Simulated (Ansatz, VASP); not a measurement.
## AlN: VASP beside Ansatz

Contents of POSCAR:

```
AlN
1.0
    3.1130000000      0.0000000000      0.0000000000
   -1.5565000000      2.6959370000      0.0000000000
    0.0000000000      0.0000000000      4.9810000000
Al N
2 2
Direct
    0.3333333333      0.6666666667      0.0000000000
    0.6666666667      0.3333333333      0.5000000000
    0.3333333333      0.6666666667      0.3800000000
    0.6666666667      0.3333333333      0.8800000000
```

File INCAR.step1:

```
ALGO = Normal
EDIFF = 1E-4
ENCUT = 520
GGA = PE
ISMEAR = 0
LASPH = T
LCHARG = F
LREAL = F
LWAVE = T
NBANDS = 16
NELM = 100
PREC = Accurate
SIGMA = 0.01
```

Contents of INCAR.step2:

```
ALGO = Normal
EDIFF = 1E-7
ENCUT = 520
ISIF = 2
ISMEAR = 0
ISTART = 1
LASPH = T
LCHARG = F
LMIXTAU = T
LREAL = F
LWAVE = F
METAGGA = R2SCAN
NBANDS = 16
NELM = 100
PREC = Accurate
SIGMA = 0.01
```

KPOINTS

```
k-points
0
Gamma
  12 12 4
```

Input for Ansatz:

```yaml
crystal:
  lattice:
    - [3.113, 0.0, 0.0]
    - [-1.5565, 2.695937, 0.0]
    - [0.0, 0.0, 4.981]
  atoms:
    - { symbol: Al, position: [0.3333333333333333, 0.6666666666666666, 0.0] }
    - { symbol: Al, position: [0.6666666666666666, 0.3333333333333333, 0.5] }
    - { symbol: "N", position: [0.3333333333333333, 0.6666666666666666, 0.38] }
    - { symbol: "N", position: [0.6666666666666666, 0.3333333333333333, 0.88] }
kpoints:
  mp_grid:
    grid: [12, 12, 4]
hamiltonian:
  xc: r2scan
  pseudopotentials:
    kind: paw
scf:
  occupations:
    method: fixed
output:
  eigenvalues: true
```

Alike in both runs: task single point; functional r2SCAN; k mesh 12 × 12 × 4; no spin polarisation.

|  | VASP | Ansatz |
| --- | --- | --- |
| version | VASP 6.6.1 | Ansatz 0.2.0 |
| potentials or method | VASP PAW PBE potentials, release 64 (Al, N) | plane waves, PAW |
| plane-wave cutoff (eV) | 520 | 500 |
| occupations | gaussian, width 0.01 eV | fixed |
| valence electrons in the cell | 16 | 16 |

|  | VASP | Ansatz | Ansatz less VASP |
| --- | --- | --- | --- |
| gap on the k mesh at the Fermi level (eV) | 4.90 | 4.86 | -0.040 |

VASP's potentials were made for PBE, not for r2SCAN.
